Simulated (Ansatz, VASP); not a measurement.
**Yb: VASP beside Ansatz**

```xyz
1
Lattice="-2.0184 2.0184 2.0184 2.0184 -2.0184 2.0184 2.0184 2.0184 -2.0184" Properties=species:S:1:pos:R:3 pbc="T T T"
Yb    0.0000    0.0000    0.0000
```

Change from the starting cell: volume scaled by 0.95, LAPW.

Alike in both runs: task single point; functional PBE; k mesh 14 × 14 × 14; occupations fermi-dirac, width 0.08 eV; no spin polarisation.

|  | VASP | Ansatz |
| --- | --- | --- |
| version | VASP 6.6.1 | Ansatz 0.2.0 |
| potentials or method | VASP PAW PBE potentials, release 64 (Yb), cutoff 520 eV | all-electron LAPW, scalar-relativistic |

VASP gave:

* pressure (GPa): 0.3

Question: Which values does Ansatz return?

Answer: Pressure (GPa): 1.2.

Ansatz ran all-electron here, and VASP with PAW potentials.

Neither program's run includes spin-orbit coupling.
